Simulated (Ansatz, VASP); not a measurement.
**FeSi in VASP and in Ansatz**

The input POSCAR:

```
FeSi
1.0
    4.1912588618      0.0000000000      0.0000000000
    0.0000000000      4.1912588618      0.0000000000
    0.0000000000      0.0000000000      4.1912588618
Fe Si
4 4
Direct
    0.1412013916      0.1412013916      0.1412013916
    0.3587986084      0.8587986084      0.6412013916
    0.6412013916      0.3587986084      0.8587986084
    0.8587986084      0.6412013916      0.3587986084
    0.8432643143      0.8432643143      0.8432643143
    0.6567356857      0.1567356857      0.3432643143
    0.3432643143      0.6567356857      0.1567356857
    0.1567356857      0.3432643143      0.6567356857
```

The input INCAR.step1:

```
SYSTEM = FeSi
  ALGO = Normal
  EDIFF = 1E-4
  ENCUT = 520
  GGA = PE
  ISMEAR = 0
  LASPH = .True.
  LCHARG = .False.
  LREAL = .False.
  LWAVE = .True.
  NBANDS = 34
  NELM = 100
  PREC = Accurate
  SIGMA = 0.02
```

INCAR.step2

```
SYSTEM = FeSi
  ALGO = Normal
  EDIFF = 1E-6
  ENCUT = 520
  ISIF = 2
  ISMEAR = 0
  ISTART = 1
  LASPH = .True.
  LCHARG = .False.
  LMIXTAU = .True.
  LREAL = .False.
  LWAVE = .False.
  METAGGA = R2SCAN
  NBANDS = 34
  NELM = 100
  PREC = Accurate
  SIGMA = 0.02
```

Contents of KPOINTS:

```
k-points
0
Gamma
  8 8 8
  0 0 0
```

Input for Ansatz:

```yaml
crystal:
  lattice:
    - [4.1912588618, 0.0, 0.0]
    - [0.0, 4.1912588618, 0.0]
    - [0.0, 0.0, 4.1912588618]
  atoms:
    - { symbol: Fe, position: [0.1412013916, 0.1412013916, 0.1412013916] }
    - { symbol: Fe, position: [0.3587986084, 0.8587986084, 0.6412013916] }
    - { symbol: Fe, position: [0.6412013916, 0.3587986084, 0.8587986084] }
    - { symbol: Fe, position: [0.8587986084, 0.6412013916, 0.3587986084] }
    - { symbol: Si, position: [0.8432643143, 0.8432643143, 0.8432643143] }
    - { symbol: Si, position: [0.6567356857, 0.1567356857, 0.3432643143] }
    - { symbol: Si, position: [0.3432643143, 0.6567356857, 0.1567356857] }
    - { symbol: Si, position: [0.1567356857, 0.3432643143, 0.6567356857] }
basis:
  ecutwfc: 500
kpoints:
  mp_grid: { grid: [8, 8, 8] }
  band_path:
    path:
      - [[0.0, 0.0, 0.0], [0.0, 0.5, 0.0], [0.5, 0.5, 0.0], [0.0, 0.0, 0.0], [0.5, 0.5, 0.5], [0.0, 0.5, 0.0]]
      - [[0.5, 0.5, 0.5], [0.5, 0.5, 0.0], [0.5, 0.0, 0.0]]
    npoints: 12
hamiltonian:
  xc: r2scan
scf:
  occupations: { method: gaussian, width: 0.02 }
  n_extra_bands: 6
output:
  forces: true
  stress: true
  eigenvalues: true
```

Alike in both runs: task single point; functional r2SCAN; k mesh 8 × 8 × 8; occupations gaussian, width 0.02 eV; no spin polarisation.

|  | VASP | Ansatz |
| --- | --- | --- |
| version | VASP 6.6.1 | Ansatz 0.2.0 |
| potentials or method | VASP PAW PBE potentials, release 64 (Fe, Si), cutoff 520 eV | scalar-relativistic, plane waves, PAW |
| valence electrons in the cell | 48 | 80 |

|  | VASP | Ansatz | Ansatz less VASP |
| --- | --- | --- | --- |
| gap on the k mesh at the Fermi level (eV) | 0.31 | 0.31 | +0.006 |
| least direct gap on the mesh (eV) | 0.33 | 0.34 | +0.006 |
| rms of the force components (eV/Å) | 0.023 | 0.000 | -0.0229 |

VASP's potentials were made for PBE, not for r2SCAN. Atom by atom the forces differ by 0.023 eV/Å (rms over components). With one functional, cell and mesh, what is left measures potentials, basis and numerics. VASP's potentials hold 48 valence electrons a cell and Ansatz's 80, so a difference there can come from the potentials and not from the codes.
